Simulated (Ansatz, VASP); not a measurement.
**One calculation of PbO, two programs**

The input POSCAR:

```
PbO
1.0
    5.8760000000      0.0000000000      0.0000000000
    0.0000000000      5.4760000000      0.0000000000
    0.0000000000      0.0000000000      4.7430000000
Pb O
4 4
Direct
    0.7690000000      0.5140000000      0.2500000000
    0.2310000000      0.4860000000      0.7500000000
    0.7690000000      0.9860000000      0.7500000000
    0.2310000000      0.0140000000      0.2500000000
    0.1320000000      0.5820000000      0.2500000000
    0.8680000000      0.4180000000      0.7500000000
    0.1320000000      0.9180000000      0.7500000000
    0.8680000000      0.0820000000      0.2500000000
```

INCAR.step1

```
ALGO = Normal
EDIFF = 1E-4
ENCUT = 520
GGA = PE
ISMEAR = -1
LASPH = True
LCHARG = False
LREAL = False
LWAVE = True
NBANDS = 50
NELM = 100
PREC = Accurate
SIGMA = 0.05
```

INCAR.step2

```
ALGO = Normal
EDIFF = 1E-6
ENCUT = 520
ISIF = 2
ISMEAR = -1
ISTART = 1
LASPH = True
LCHARG = False
LMIXTAU = True
LREAL = False
LWAVE = False
METAGGA = R2SCAN
NBANDS = 50
NELM = 100
PREC = Accurate
SIGMA = 0.05
```

File KPOINTS:

```
k-points
0
Gamma
  5 5 6
```

File input.yaml:

```yaml
crystal:
  lattice:
    - [5.876, 0.0, 0.0]
    - [0.0, 5.476, 0.0]
    - [0.0, 0.0, 4.743]
  atoms:
    - { symbol: Pb, position: [0.769, 0.514, 0.25] }
    - { symbol: Pb, position: [0.231, 0.486, 0.75] }
    - { symbol: Pb, position: [0.769, 0.986, 0.75] }
    - { symbol: Pb, position: [0.231, 0.014, 0.25] }
    - { symbol: O, position: [0.132, 0.582, 0.25] }
    - { symbol: O, position: [0.868, 0.418, 0.75] }
    - { symbol: O, position: [0.132, 0.918, 0.75] }
    - { symbol: O, position: [0.868, 0.082, 0.25] }
hamiltonian:
  xc: r2scan
  pseudopotentials: { kind: paw }
kpoints:
  mp_grid: { grid: [5, 5, 6] }
  band_path:
    path:
      - [[0.0, 0.0, 0.0], [0.0, 0.0, -0.5], [0.0, -0.5, -0.5], [0.0, -0.5, 0.0], [0.0, 0.0, 0.0], [-0.5, 0.0, 0.0], [-0.5, 0.0, -0.5], [-0.5, -0.5, -0.5], [-0.5, -0.5, 0.0], [-0.5, 0.0, 0.0]]
      - [[0.0, -0.5, 0.0], [-0.5, -0.5, 0.0]]
      - [[-0.5, 0.0, -0.5], [0.0, 0.0, -0.5]]
      - [[0.0, -0.5, -0.5], [-0.5, -0.5, -0.5]]
    npoints: 10
scf:
  occupations: { method: fermi_dirac, width: 0.05 }
  n_extra_bands: 20
output:
  forces: true
  stress: true
  eigenvalues: true
  fatbands: true
```

Alike in both runs: functional r2SCAN; k mesh 5 × 5 × 6; occupations fermi-dirac, width 0.05 eV; no spin polarisation.

```csv
,VASP,Ansatz
version,VASP 6.6.1,Ansatz 0.2.0
potentials or method,"VASP PAW PBE potentials, release 64 (Pb_d, O)",Ansatz PAW
plane-wave cutoff (eV),520,500
valence electrons in the cell,80,80
task,single point,band structure
```

Ansatz gave:

```
gap on the k mesh at the Fermi level (eV)                     : 2.36
least direct gap on the mesh (eV)                             : 2.55
pressure (GPa)                                                : -1.0
traceless stress, the component that is largest in VASP (GPa) : 3.85
rms of the force components (eV/Å)                            : 0.506
```

Question: What did VASP give for the same quantities?

Answer: gap on the k mesh at the Fermi level (eV): 2.35; least direct gap on the mesh (eV): 2.54; pressure (GPa): -0.7; traceless stress, the component that is largest in VASP (GPa): 4.09; rms of the force components (eV/Å): 0.505.

VASP's potentials were made for PBE, not for r2SCAN. Atom by atom the forces differ by 0.049 eV/Å (rms over components).

Spin-orbit coupling is off throughout.
